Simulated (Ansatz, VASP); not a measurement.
**Two plane-wave programs on SnC3**

The input INCAR:

```
PREC     = Accurate       # precision mode
ENCUT    = 520            # plane-wave cutoff, eV
EDIFF    = 1E-7           # SCF threshold, eV
ISMEAR   = 1              # smearing method
SIGMA    = 0.05           # smearing width, eV
LREAL    = False          # projectors in reciprocal space
LASPH    = True           # aspherical terms in the spheres
NELM     = 80             # most SCF steps
ALGO     = Normal         # electronic algorithm
ISIF     = 2              # what is computed and relaxed
LWAVE    = False          # write WAVECAR
LCHARG   = False          # write CHGCAR
GGA      = PS             # functional
NBANDS   = 21             # bands
```

Contents of KPOINTS:

```
Automatic mesh
0
Gamma
  6 6 4
```

The input POSCAR:

```
SnC3
1.0
    2.9788882431      0.0000000000      0.0000000000
    0.0000000000      2.9788882431      0.0000000000
    0.0000000000      0.0000000000      4.6435166754
C Sn
3 1
Direct
    0.5000000000      0.0000000000      0.8203632750
    0.5000000000      0.5000000000      0.0000000000
    0.0000000000      0.5000000000      0.1796367250
    0.0000000000      0.0000000000      0.5000000000
```

Input for Ansatz:

```yaml
crystal:
  lattice:
    - [2.9788882431, 0.0, 0.0]
    - [0.0, 2.9788882431, 0.0]
    - [0.0, 0.0, 4.6435166754]
  atoms:
    - { symbol: C, position: [0.5, 0.0, 0.820363275] }
    - { symbol: C, position: [0.5, 0.5, 0.0] }
    - { symbol: C, position: [0.0, 0.5, 0.179636725] }
    - { symbol: Sn, position: [0.0, 0.0, 0.5] }
kpoints:
  mp_grid: { grid: [6, 6, 4] }
hamiltonian:
  xc: pbesol
scf:
  occupations: { method: methfessel_paxton, width: 0.05 }
  n_extra_bands: 5
output:
  forces: true
  stress: true
  eigenvalues: true
```

Alike in both runs: task single point; functional PBEsol; k mesh 6 × 6 × 4; occupations methfessel-paxton of order 1, width 0.05 eV; no spin polarisation.

|  | VASP | Ansatz |
| --- | --- | --- |
| version | VASP 6.6.1 | Ansatz 0.2.0 |
| potentials or method | VASP PAW PBE potentials, release 64 (C, Sn_d) | plane waves |
| plane-wave cutoff (eV) | 520 | 420 |
| valence electrons in the cell | 26 | 26 |

|  | VASP | Ansatz | Ansatz less VASP |
| --- | --- | --- | --- |
| pressure (GPa) | -3.0 | -3.1 | -0.11 |
| traceless stress, the component that is largest in VASP (GPa) | 0.18 | 0.29 | +0.103 |
| rms of the force components (eV/Å) | 0.127 | 0.133 | +0.0059 |

VASP's potentials were made for PBE, not for PBEsol. Atom by atom the forces differ by 0.006 eV/Å (rms over components).
